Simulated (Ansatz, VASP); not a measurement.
**Two plane-wave programs on RePb**

```
CELL_PARAMETERS angstrom
0.00000 3.64919 3.64919
3.64919 0.00000 3.64919
3.64919 3.64919 0.00000
ATOMIC_POSITIONS crystal
Re 0.50000 0.50000 0.50000
Re 0.75000 0.75000 0.75000
Pb 0.00000 0.00000 0.00000
Pb 0.25000 0.25000 0.25000
```

Alike in both runs: task relaxation of cell and atoms; functional PBE; k mesh 4 × 4 × 4; occupations gaussian, width 0.1 eV; no spin polarisation.

|  | VASP | Ansatz |
| --- | --- | --- |
| version | VASP 6.6.1 | Ansatz 0.2.0 |
| potentials or method | VASP PAW PBE potentials, release 64 (Re, Pb_d), cutoff 600 eV | scalar-relativistic, plane waves, PAW |
| valence electrons in the cell | 42 | 58 |

VASP gave:

| Quantity | Value |
| --- | --- |
| gap on the k mesh at the Fermi level, each at its own relaxed structure (eV) | none |
| relaxed volume (Å³/atom) | 20.04 |
| relaxed cell length with the largest relative difference (Å) | 4.840 |

Question: What did Ansatz give for the same quantities?

Answer: gap on the k mesh at the Fermi level, each at its own relaxed structure (eV): none; relaxed volume (Å³/atom): 20.05; relaxed cell length with the largest relative difference (Å): 4.841.

A gap of «none» marks a metal or a gap that the smearing closes. VASP's potentials hold 42 valence electrons a cell and Ansatz's 58, so a difference there can come from the potentials and not from the codes.

The k mesh is coarse, so the values compare programs but aren't converged. Neither program's run includes spin-orbit coupling. Noted on VASP's run: the volume moved by over 15 % at a fixed basis, so the end points are rough.
